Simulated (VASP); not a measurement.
# Fe (Im-3m) in VASP: notebook, part 2 of 2

VASP 6.6.1. The steps go on from the part before.

## 3. Relaxation of volume and atoms at fixed shape, LDA, collinear spin, ferromagnetic start

This run uses another cell than the first one, of 12.02 Å³/atom, 1.157 times its volume.

Contents of INCAR:

```
SYSTEM = Fe
PREC = Accurate
ENCUT = 600
EDIFF = 1E-6
ISMEAR = -1
SIGMA = 0.05
LREAL = .False.
LASPH = .True.
NELM = 150
ALGO = Normal
ISIF = 8
LWAVE = .False.
LCHARG = .False.
ISPIN = 2
MAGMOM = 3.5
LORBIT = 11
LMAXMIX = 4
GGA = CA
IBRION = 2
NSW = 80
EDIFFG = -0.02
```

Contents of KPOINTS:

```
regular mesh
0
Gamma
  12 12 12
  0 0 0
```

Contents of POSCAR:

```
Fe
1.0
   -1.4430000000      1.4430000000      1.4430000000
    1.4430000000     -1.4430000000      1.4430000000
    1.4430000000      1.4430000000     -1.4430000000
Fe
1
Direct
    0.0000000000      0.0000000000      0.0000000000
```

Potentials or basis: VASP PAW LDA potentials, release 64 (Fe).

On the command line:

```console
> cat potpaw_LDA.64/Fe/POTCAR > POTCAR
> mpirun -np 1 vasp_std > vasp.out
```

OUTCAR:

```text
SYSTEM = Fe
   PREC = Accurate
   ENCUT = 600
   EDIFF = 1E-6
   ISMEAR = -1
   LREAL = .False.
   LASPH = .True.
   NELM = 150
   ISIF = 8
   ISPIN = 2
   LORBIT = 11
   GGA = CA
   IBRION = 2
   NSW = 80
   EDIFFG = -0.02

 ion  position               nearest neighbor table
   1  0.000  0.000  0.000-

  LATTYP: Found a body centered cubic cell.
 ALAT       =     2.8860000000

  Lattice vectors:

 A1 = (  -1.4430000000,   1.4430000000,   1.4430000000)
 A2 = (   1.4430000000,  -1.4430000000,   1.4430000000)
 A3 = (   1.4430000000,   1.4430000000,  -1.4430000000)

Analysis of symmetry for initial positions (statically):
=====================================================================
 Subroutine PRICEL returns:
 Original cell was already a primitive cell.

 Routine SETGRP: Setting up the symmetry group for a
 body centered cubic supercell.

 Subroutine GETGRP returns: Found 48 space group operations
 (whereof 48 operations were pure point group operations)
 out of a pool of 48 trial point group operations.

The static configuration has the point symmetry O_h .

Analysis of symmetry for dynamics (positions and initial velocities):
=====================================================================
 Subroutine PRICEL returns:
 Original cell was already a primitive cell.

 Routine SETGRP: Setting up the symmetry group for a
 body centered cubic supercell.

 Subroutine GETGRP returns: Found 48 space group operations
 (whereof 48 operations were pure point group operations)
 out of a pool of 48 trial point group operations.

The dynamic configuration has the point symmetry O_h .

Analysis of structural, dynamic, and magnetic symmetry:
=====================================================================
 Subroutine PRICEL returns:
 Original cell was already a primitive cell.

 Routine SETGRP: Setting up the symmetry group for a
 body centered cubic supercell.

 Subroutine GETGRP returns: Found 48 space group operations
 (whereof 48 operations were pure point group operations)
 out of a pool of 48 trial point group operations.

The overall configuration has the point symmetry O_h .

 Subroutine INISYM returns: Found 48 space group operations
 (whereof 48 operations are pure point group operations),
 and found     1 'primitive' translations

----------------------------------------------------------------------------------------

                                     Primitive cell

  volume of cell :      12.0187

  direct lattice vectors                    reciprocal lattice vectors
    -1.443000000  1.443000000  1.443000000     0.000000000  0.346500347  0.346500347
     1.443000000 -1.443000000  1.443000000     0.346500347  0.000000000  0.346500347
     1.443000000  1.443000000 -1.443000000     0.346500347  0.346500347  0.000000000

  length of vectors
     2.499349315  2.499349315  2.499349315     0.490025489  0.490025489  0.490025489

  position of ions in fractional coordinates (direct lattice)
     0.000000000  0.000000000  0.000000000

  ion indices of the primitive-cell ions
   primitive index   ion index
                 1           1

----------------------------------------------------------------------------------------

 KPOINTS: regular mesh

Automatic generation of k-mesh.
 Grid dimensions read from file:
[... 55 lines left out ...]
 SYSTEM =  Fe
   PREC   = accura    normal or accurate (medium, high low for compatibility)
   ISTART =      0    job   : 0-new  1-cont  2-samecut
   ICHARG =      2    charge: 1-file 2-atom 10-const
   ISPIN  =      2    spin polarized calculation?
   LNONCOLLINEAR =      F non collinear calculations
   LSORBIT =      F    spin-orbit coupling
   LASPH  =      T    aspherical Exc in radial PAW
   ENCUT  =  600.0 eV  44.10 Ry    6.64 a.u.   4.99  4.99  4.99*2*pi/ulx,y,z
   NELM   =    150;   NELMIN=  2; NELMDL= -5     # of ELM steps
   EDIFF  = 0.1E-05   stopping-criterion for ELM
   LREAL  =      F    real-space projection
   EDIFFG = -.2E-01   stopping-criterion for IOM
   NSW    =     80    number of steps for IOM
   IBRION =      2    ionic relax: 0-MD 1-quasi-New 2-CG
   NFREE  =      1    steps in history (QN), initial steepest desc. (CG)
   ISIF   =      8    stress and relaxation
   ISYM   =      2    0-nonsym 1-usesym 2-fastsym
   POTIM  = 0.5000    time-step for ionic-motion
   TEBEG  =    0.0;   TEEND  =   0.0 temperature during run
   PSTRESS=    0.0 pullay stress
   NELECT =       8.0000    total number of electrons
   NUPDOWN=      -1.0000    fix difference up-down
   EMIN   =  10.00;   EMAX   =-10.00  energy-range for DOS
   EFERMI =   0.00;   METHOD = LEGACY
   ISMEAR =    -1;   SIGMA  =   0.05  broadening in eV -4-tet -1-fermi 0-gaus
   EFERMI_NEDOS =   21; number of points for ismear=-14 and -15
   IALGO  =     38    algorithm
   IMIX   =      4    mixing-type and parameters
     AMIX     =   0.40;   BMIX     =  1.00
     AMIX_MAG =   1.60;   BMIX_MAG =  1.00
  volume/ion in A,a.u.               =      12.02        81.11
  Fermi-wavevector in a.u.,A,eV,Ry     =   1.429394  2.701162 27.798962  2.043166
  Thomas-Fermi vector in A             =   2.549352
   LORBIT       =     11    0 simple, 1 ext, 2 COOP (PROOUT), +10 PAW based schemes
   GGA     = CA    functional components
   LHFCALC =     F    Hartree Fock is set to
   AEXX    =    0.0000 exact exchange contribution
   IVDW    =     0    specifies the selected vdW correction
   LEPSILON=     F    determine dielectric tensor
   LRPA    =     F    only Hartree local field effects (RPA)
 conjugate gradient relaxation of ions
 spin polarized calculation
  energy-cutoff  :      600.00
  volume of cell :       12.02
 maximum number of plane-waves:       420
   NGX =  9   NGY =  9   NGZ =  9

--------------------------------------- Ionic step        1  -------------------------------------------

 number of electron       7.9999995 magnetization       2.2563725

 Free energy of the ion-electron system (eV)
  ---------------------------------------------------
  ext. energy  EPLUGINS =         0.00000000
  ---------------------------------------------------
  free energy    TOTEN  =        -9.07453647 eV

  energy without entropy =       -9.06527804  energy(sigma->0) =       -9.06990725

------------------------ aborting loop because EDIFF is reached ----------------------------------------

  FORCE on cell =-STRESS in cart. coord.  units (eV):
  Direction    XX          YY          ZZ          XY          YZ          ZX
  --------------------------------------------------------------------------------------
  -------------------------------------------------------------------------------------
  Total       -1.9043549     -1.9043549     -1.9043549      0.0000000     -0.0000000     -0.0000000
  in kB     -253.8630488   -253.8630488   -253.8630488      0.0000000     -0.0000000     -0.0000000
  external PRESSURE =    -253.8630488 kB  Pullay stress =       0.0000000 kB
[... 92 lines left out ...]
--------------------------------------- Ionic step        4  -------------------------------------------

 number of electron       7.9999996 magnetization       1.9499160

 Free energy of the ion-electron system (eV)
  ---------------------------------------------------
  ext. energy  EPLUGINS =         0.00000000
  ---------------------------------------------------
  free energy    TOTEN  =        -9.23280179 eV

  energy without entropy =       -9.22476701  energy(sigma->0) =       -9.22878440

 E-fermi :   6.6764     XC(G=0): -13.9418

 val. band max:        6.6721676104   @ k =  -0.4167  -0.4167   0.0833
 cond. band min:       6.6876404625   @ k =  -0.3333   0.5000   0.1667
 fundamental gap:      0.0154728521
 Fermi energy:         6.6763741795

 spin component 1

 k-point     1 :       0.0000    0.0000    0.0000
  band No.  band energies     occupation
      1      -2.3698      1.00000
      2       4.2364      1.00000
      3       4.2365      1.00000
      4       4.2365      1.00000
      5       5.7894      1.00000
      6       5.7894      1.00000
      7      32.4574      0.00000
      8      32.4574      0.00000
      9      32.4574      0.00000
     10      38.2219      0.00000
[... 287 lines left out ...]
 k-point    24 :       0.4167    0.0833    0.0833
  band No.  band energies     occupation
      1       1.6731      1.00000
      2       2.9123      1.00000
      3       5.2747      1.00000
      4       5.8911      1.00000
      5       6.0345      1.00000
      6       9.7330      0.00000
      7      14.9924      0.00000
      8      23.2841      0.00000
      9      25.0702      0.00000
     10      34.5873      0.00000

 [... further k-points ...]

 spin component 2

 k-point     1 :       0.0000    0.0000    0.0000
  band No.  band energies     occupation
      1      -1.9939      1.00000
      2       5.8150      1.00000
      3       5.8150      1.00000
      4       5.8150      1.00000
      5       7.8880      0.00000
      6       7.8880      0.00000
      7      32.6339      0.00000
      8      32.6339      0.00000
      9      32.6339      0.00000
     10      38.7020      0.00000
[... 327 lines left out ...]
  FREE ENERGIE OF THE ION-ELECTRON SYSTEM (eV)
  ---------------------------------------------------
  free  energy   TOTEN  =        -9.2328017928 eV

  energy  without entropy=       -9.2247670055  energy(sigma->0) =       -9.22878440

 reached required accuracy - stopping structural energy minimisation

 total charge

# of ion       s       p       d       tot
------------------------------------------
    1        0.529   0.621   6.335   7.485

 magnetization (x)

# of ion       s       p       d       tot
------------------------------------------
    1       -0.008  -0.033   1.958   1.917
```

CONTCAR:

```text
Fe
   1.00000000000000
    -1.3736200933762348    1.3736200933762348    1.3736200933762348
     1.3736200933762348   -1.3736200933762348    1.3736200933762348
     1.3736200933762348    1.3736200933762348   -1.3736200933762348
  Fe
     1
Direct
     1.0000000000000000    0.0000000000000000    0.0000000000000000

  0.00000000E+00  0.00000000E+00  0.00000000E+00
```

It took 97 s on 1 thread of AMD EPYC, shared host; peak memory 0.11 GiB.

What came out:

* Free energy: -9.2328 eV
* Relaxed volume: 10.37 Å³/atom
* Relaxed cell: a = 2.379 Å, b = 2.379 Å, c = 2.379 Å, α = 109.47°, β = 109.47°, γ = 109.47°
* Space group after relaxing (to 0.05 Å): Im-3m (No. 229)
* Energy gained by relaxing: 158.3 meV/atom
* Ionic steps: 4
* Pressure after relaxing: -0.3 GPa
* Net moment: 1.95 μB per cell
* Site moments: Fe +1.92 μB
* Valence electrons inside the program's atomic spheres: Fe 7.49

Step by step:
```
step  energy change (eV)  largest force (eV/Å)  pressure (GPa)  volume (Å³)
   1              0.0000                0.0000          -25.39        12.02
   2              0.0337                0.0000           49.38         9.00
   3             -0.1580                0.0000           -1.44        10.42
   4             -0.1583                0.0000           -0.25        10.37
```

Final structure:
```
CELL_PARAMETERS angstrom
-1.37362 1.37362 1.37362
1.37362 -1.37362 1.37362
1.37362 1.37362 -1.37362
ATOMIC_POSITIONS crystal
Fe 0.00000 0.00000 0.00000
```

Caveat: the volume moved by -14 % from the deposited cell, more than functionals usually miss.
